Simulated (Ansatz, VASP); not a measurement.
# Two plane-wave programs on Co

```
CELL_PARAMETERS angstrom
2.50540 0.00000 0.00000
-1.25270 2.16974 0.00000
0.00000 0.00000 4.08930
ATOMIC_POSITIONS crystal
Co 0.33333 0.66667 0.25000
Co 0.66667 0.33333 0.75000
```

Alike in both runs: task single point; functional PBE; k mesh 11 × 11 × 6; occupations fermi-dirac, width 0.1 eV; collinear spin.

|  | VASP | Ansatz |
| --- | --- | --- |
| version | VASP 6.6.1 | Ansatz 0.2.0 |
| potentials or method | VASP PAW PBE potentials, release 64 (Co), cutoff 520 eV | PAW, plane waves, scalar-relativistic |
| valence electrons in the cell | 18 | 34 |

VASP gave:

* pressure (GPa): -5.7
* traceless stress, the component that is largest in VASP (GPa): -1.23
* net moment per atom (μB): 1.58
* size of the moment on the site where the two differ most (μB): 1.61

Problem. What did Ansatz give for the same quantities?

Solution. Pressure (GPa): -5.1; traceless stress, the component that is largest in VASP (GPa): -1.15; net moment per atom (μB): 1.59; size of the moment on the site where the two differ most (μB): 1.67.

Site moments also hang on the region over which each program counts them. With one functional, cell and mesh, what is left measures potentials, basis and numerics. VASP's potentials hold 18 valence electrons a cell and Ansatz's 34, so a difference there can come from the potentials and not from the codes. Ansatz's warnings: no starting moments.
